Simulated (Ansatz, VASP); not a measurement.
KBr in VASP and in Ansatz

File INCAR:

```
SYSTEM = KBr
PREC = Accurate
ENCUT = 600
EDIFF = 1E-6
ISMEAR = 0
SIGMA = 0.02
LREAL = .FALSE.
LASPH = .TRUE.
NELM = 80
ALGO = Normal
ISIF = 3
LWAVE = .FALSE.
LCHARG = .FALSE.
GGA = PE
IBRION = 2
NSW = 100
EDIFFG = -0.01
```

File KPOINTS:

```
Automatic mesh
0
G
  6 6 4
  0 0 0
```

POSCAR

```
KBr
1.0
    7.9238805148      0.0000000000      0.0000000000
   -3.9619402574      6.8622818224      0.0000000000
    0.0000000000      0.0000000000      6.0394323874
K Br
1 1
Direct
    0.0000000000      0.0000000000      0.5000000000
    0.0000000000      0.0000000000      0.0000000000
```

Input for Ansatz:

```yaml
crystal:
  lattice:
    - [7.9238805148, 0.0, 0.0]
    - [-3.9619402574, 6.8622818224, 0.0]
    - [0.0, 0.0, 6.0394323874]
  atoms:
    - { symbol: K, position: [0.0, 0.0, 0.5] }
    - { symbol: Br, position: [0.0, 0.0, 0.0] }
basis:
  ecutwfc: 420
kpoints:
  mp_grid: { grid: [6, 6, 4] }
hamiltonian:
  xc: pbe
scf:
  occupations: { method: gaussian, width: 0.02 }
output:
  forces: true
  stress: true
  eigenvalues: true
  write_density: true
  write_potential: true
  elf: true
  volumetric_format: npy
relax:
  adjacent_minimum: "off"
  f_tol: 0.01
  max_steps: 80
  cell: { stress_tol: 0.05 }
```

Alike in both runs: task relaxation of cell and atoms; functional PBE; k mesh 6 × 6 × 4; occupations gaussian, width 0.02 eV; no spin polarisation.

```csv
,VASP,Ansatz
version,VASP 6.6.1,Ansatz 0.2.0
potentials or method,"VASP PAW PBE potentials, release 64 (K_sv, Br), cutoff 600 eV","scalar-relativistic, plane waves, PAW"
valence electrons in the cell,16,16
```

```tsv
	VASP	Ansatz	Ansatz less VASP
gap on the k mesh at the Fermi level, each at its own relaxed structure (eV)	4.07	3.83	-0.237
relaxed volume (Å³/atom)	230.51	164.20	-66.312
relaxed length of the cell vector where the two differ most in proportion (Å)	9.380	7.924	-1.4563
```

One of these differences is far larger than is usual between the two programs; its cause wasn't traced. Ansatz's warnings: xc potential rough in thin density.

Noted on VASP's run: the volume moved by over 15 % at a fixed basis, so the end points are rough.
